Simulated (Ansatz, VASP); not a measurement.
**One calculation of O, two programs**

The input INCAR:

```
PREC = Accurate
ENCUT = 520
EDIFF = 1E-7
ISMEAR = -1
SIGMA = 0.05
LREAL = False
LASPH = True
NELM = 80
ALGO = Normal
ISIF = 2
LWAVE = False
LCHARG = False
NBANDS = 13
```

File KPOINTS:

```
Automatic mesh
0
Gamma
  10 10 7
```

Contents of POSCAR:

```
O
1.0
    2.9073269111     -1.6950206086      0.0000000000
    2.9073269111      1.6950206086      0.0000000000
   -2.4414541381      0.0000000000      3.7185791300
O
2
Direct
    0.9745461700      0.9745461700      0.8444259800
    0.0254538300      0.0254538300      0.1555740200
```

Contents of input.yaml:

```yaml
crystal:
  lattice:
    - [2.9073269111, -1.6950206086, 0.0]
    - [2.9073269111, 1.6950206086, 0.0]
    - [-2.4414541381, 0.0, 3.71857913]
  atoms:
    - { symbol: O, position: [0.97454617, 0.97454617, 0.84442598] }
    - { symbol: O, position: [0.02545383, 0.02545383, 0.15557402] }
kpoints:
  mp_grid: { grid: [10, 10, 7] }
scf:
  occupations: { method: fermi_dirac, width: 0.05 }
hamiltonian:
  xc: lda
  pseudopotentials: { kind: all_electron, lapw: { basis_error: 0.001 } }
output:
  forces: true
  stress: true
  eigenvalues: true
```

Change from the starting cell: volume scaled by 1.06.

Alike in both runs: task single point; functional LDA; k mesh 10 × 10 × 7; occupations fermi-dirac, width 0.05 eV; no spin polarisation.

```csv
,VASP,Ansatz
version,VASP 6.6.1,Ansatz 0.2.0
potentials or method,"VASP PAW LDA potentials, release 64 (O), cutoff 520 eV","all-electron LAPW, scalar-relativistic"
```

```tsv
	VASP	Ansatz	Ansatz less VASP
gap on the k mesh at the Fermi level (eV)	none	none	-
pressure (GPa)	-6.7	-8.3	-1.65
traceless stress, the component that is largest in VASP (GPa)	-5.10	-8.10	-2.997
rms of the force components (eV/Å)	0.974	1.578	+0.6039
```

LDA's correlation is that of Perdew and Zunger in VASP and of Perdew and Wang (1992) in Ansatz. Atom by atom the forces differ by 0.605 eV/Å (rms over components). A gap of «none» marks a metal or a gap that the smearing closes. Ansatz ran all-electron here, and VASP with PAW potentials.

Noted on VASP's run: the standard files for N, O and F lose accuracy on very short bonds; spin is off for a triplet molecule. Noted on Ansatz's run: spin is off for a triplet molecule.
